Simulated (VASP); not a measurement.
Li5SbO: single point with PBE

The system is Li5SbO.

```
Li Sb O
1.0
     4.51790    0.00000    0.00000
     0.00000    4.51790    0.00000
     0.00000    0.00000    5.89032
Li Sb O
5 1 1
Cartesian
  0.0000 2.2590 1.4448
  2.2590 0.0000 1.4448
  0.0000 2.2590 4.4456
  2.2590 0.0000 4.4456
  2.2590 2.2590 2.9452
  0.0000 0.0000 0.0000
  0.0000 0.0000 2.9452
```

```json
{
  "Program": "VASP 6.6.1",
  "Task": "single point",
  "Functional": "PBE",
  "Potentials or basis": "VASP PAW PBE potentials, release 64 (Li_sv, Sb, O)",
  "Cutoff": "520 eV",
  "k mesh": "8 × 8 × 8",
  "Occupations": "gaussian, width 0.1 eV",
  "Spin": "no spin polarisation",
  "Dipole correction": "no",
  "Further INCAR settings": "ALGO = Normal; EDIFF = 1e-07; NBANDS = 22"
}
```

| Property | Result |
| --- | --- |
| Largest force | 0.005 eV/Å |
| Band gap on the k mesh | zero (band 13 reaches 3.47 eV, above the bottom of band 14 at 2.14 eV) |

Forces on the atoms (eV/Å):
```
Li   0.000  0.000  0.005
Li   0.000  0.000  0.005
Li   0.000  0.000 -0.005
Li   0.000  0.000 -0.005
Li   0.000  0.000  0.000
Sb   0.000  0.000  0.000
O    0.000  0.000  0.000
```

Levels at points of the mesh, in eV from the Fermi level:
```tsv
k point	band 10	band 11	band 12	band 13	band 14	band 15	band 16	band 17
(0.00, 0.00, 0.00)	-3.05	-1.24	-0.73	-0.73	0.47	2.29	3.22	3.56
(0.50, 0.00, 0.00)	-2.81	-2.48	-0.34	0.62	0.82	0.99	1.03	2.09
(0.50, 0.50, 0.00)	-3.54	-2.11	-2.11	-1.33	1.03	1.08	2.47	2.47
(0.00, 0.00, 0.50)	-2.40	-2.34	-1.24	-1.24	0.67	0.80	2.83	2.83
(0.50, 0.00, 0.50)	-2.62	-2.31	-1.56	-0.75	0.51	1.54	2.12	2.64
(0.50, 0.50, 0.50)	-2.50	-2.50	-2.22	-1.27	-0.66	-0.34	2.27	2.27
```

It took 2.6 min on 1 thread of Intel(R) Xeon(R) Platinum 8259CL CPU @ 2.50GHz (Skylake/Cascade Lake) (shared host), peak memory 0.35 GiB.

Caveat: spin-orbit coupling is left out, which moves the levels of the heavy elements.
